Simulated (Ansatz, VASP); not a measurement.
**Re: VASP beside Ansatz**

INCAR

```
SYSTEM = Re
  PREC = Accurate
  ENCUT = 600
  EDIFF = 1E-7
  ISMEAR = 1
  SIGMA = 0.1
  LREAL = .False.
  LASPH = .True.
  NELM = 100
  ALGO = Normal
  ISIF = 3
  LWAVE = .False.
  LCHARG = .False.
  GGA = CA
  IBRION = 2
  NSW = 80
  EDIFFG = -0.005
```

KPOINTS

```
Automatic mesh
0
Gamma
  11 11 6
  0 0 0
```

Contents of POSCAR:

```
Re
1.0
    2.7971304821      0.0000000000      0.0000000000
   -1.3985652410      2.4223860552      0.0000000000
    0.0000000000      0.0000000000      4.5168672541
Re
2
Direct
    0.6666666667      0.3333333333      0.7500000000
    0.3333333333      0.6666666667      0.2500000000
```

The input input.yaml:

```yaml
crystal:
  lattice:
    - [2.7971304821, 0.0, 0.0]
    - [-1.398565241, 2.4223860552, 0.0]
    - [0.0, 0.0, 4.5168672541]
  atoms:
    - { symbol: Re, position: [0.6666666667, 0.3333333333, 0.75] }
    - { symbol: Re, position: [0.3333333333, 0.6666666667, 0.25] }
kpoints:
  mp_grid: { grid: [11, 11, 6] }
scf:
  occupations: { method: methfessel_paxton, width: 0.1 }
hamiltonian:
  xc: lda
  pseudopotentials: { kind: all_electron, lapw: { basis_error: 0.001 } }
output:
  forces: true
  stress: true
relax:
  f_tol: 0.005
  max_steps: 60
  cell: {}
```

Change from the starting cell: volume scaled by 1.04.

Alike in both runs: task relaxation of cell and atoms; functional LDA; k mesh 11 × 11 × 6; occupations methfessel-paxton of order 1, width 0.1 eV; no spin polarisation.

|  | VASP | Ansatz |
| --- | --- | --- |
| version | VASP 6.6.1 | Ansatz 0.2.0 |
| potentials or method | VASP PAW LDA potentials, release 64 (Re), cutoff 600 eV | all-electron LAPW, scalar-relativistic |

Ansatz gave:

* relaxed volume (Å³/atom): 14.33
* relaxed cell length with the largest relative difference (Å): 2.737

Estimate VASP's values.

relaxed volume (Å³/atom): 14.38; relaxed cell length with the largest relative difference (Å): 2.741.

LDA's correlation is that of Perdew and Zunger in VASP and of Perdew and Wang (1992) in Ansatz. Ansatz ran all-electron here, and VASP with PAW potentials.

Neither program's run includes spin-orbit coupling.
